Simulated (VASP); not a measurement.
CdF2, 3 atoms in the cell. Symmetry: Fm-3m, No. 225, cubic system. The conventional cell has a = 5.438 Å, b = 5.438 Å, c = 5.438 Å, α = 90.00°, β = 90.00°, γ = 90.00°. Within 3.1 Å of Cd (site symmetry m-3m) lie 8 F at 2.35 Å. F (site symmetry -43m) has 4 Cd at 2.35 Å and 6 F at 2.72 Å within 3.1 Å. 

| Item | Value |
| --- | --- |
| Program | VASP 6.6.1 |
| Task | vibrations by perturbation theory |
| Functional | PBEsol |
| Potentials or basis | VASP PAW PBE potentials, release 64 (Cd, F) |
| Cutoff | 520 eV |
| k mesh | 8 × 8 × 8 |
| Occupations | gaussian, width 0.01 eV |
| Spin | no spin polarisation |
| Dipole correction | no |
| Further INCAR settings | ALGO = Normal; EDIFF = 1e-08; IBRION = 8; NSW = 1 |

Potentials or basis: VASP PAW PBE potentials, release 64 (Cd, F).

Launch:

```sh
$ cat potpaw_PBE.64/Cd/POTCAR potpaw_PBE.64/F/POTCAR > POTCAR
$ mpirun -np 1 vasp_std > vasp.out
```

Hardware: 1 thread of Intel Xeon 8259CL (shared host).

Q: Estimate the wall time of this run.

A: Run time: 9.4 min on 1 thread of Intel Xeon 8259CL, with other jobs on the host, peak memory 0.3 GiB. Counts: scf iterations 120, k points 29.
